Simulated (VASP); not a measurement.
Crystal: Be.

```
Be
1.0
    -1.95472    1.95472    1.06634
     1.95472   -1.95472    1.06634
     1.95472    1.95472   -1.06634
Be
2
Direct
  0.00000 0.00000 0.00000
  0.75000 0.25000 0.50000
```

```yaml
Program: VASP 6.6.1
Task: relaxation of cell and atoms
Functional: PBE
Potentials_or_basis: VASP PAW PBE potentials, release 64 (Be)
Cutoff: 600 eV
k_mesh: 8 × 8 × 8
Occupations: gaussian, width 0.1 eV
Spin: no spin polarisation
```

At the start: pressure 13.1 GPa; volume 8.15 Å³/atom.

Task: How do energy, volume and symmetry change on relaxing?

Result: Over 8 steps the energy falls by 74.1 meV/atom and the volume is 9.38 Å³/atom (+15.1 %); space group I4_1/amd (No. 141, to 0.05 Å).

Step by step:
| step | energy change (eV) | largest force (eV/Å) | pressure (GPa) | volume (Å³) |
| --- | --- | --- | --- | --- |
| 1 | 0.0000 | 0.0000 | 13.06 | 16.30 |
| 2 | -0.1237 | 0.0000 | 3.35 | 17.90 |
| 3 | -0.1389 | 0.0000 | -3.53 | 19.54 |
| 4 | -0.1452 | 0.0000 | -1.29 | 18.95 |
| 5 | -0.1451 | 0.0000 | -1.51 | 19.01 |
| 6 | -0.1476 | 0.0000 | -0.33 | 18.83 |
| 7 | -0.1479 | 0.0000 | -0.64 | 18.87 |
| 8 | -0.1482 | 0.0000 | -0.14 | 18.76 |

Final structure:
```
Be
1.0
    -2.10473    2.10473    1.05865
     2.10473   -2.10473    1.05865
     2.10473    2.10473   -1.05865
Be
2
Direct
  0.00000 0.00000 0.00000
  0.75000 0.25000 0.50000
```

Caveat: the k points lie up to 0.42 Å⁻¹ apart in the final cell; the volume moved by over 15 % at a fixed basis, so the end points are rough.
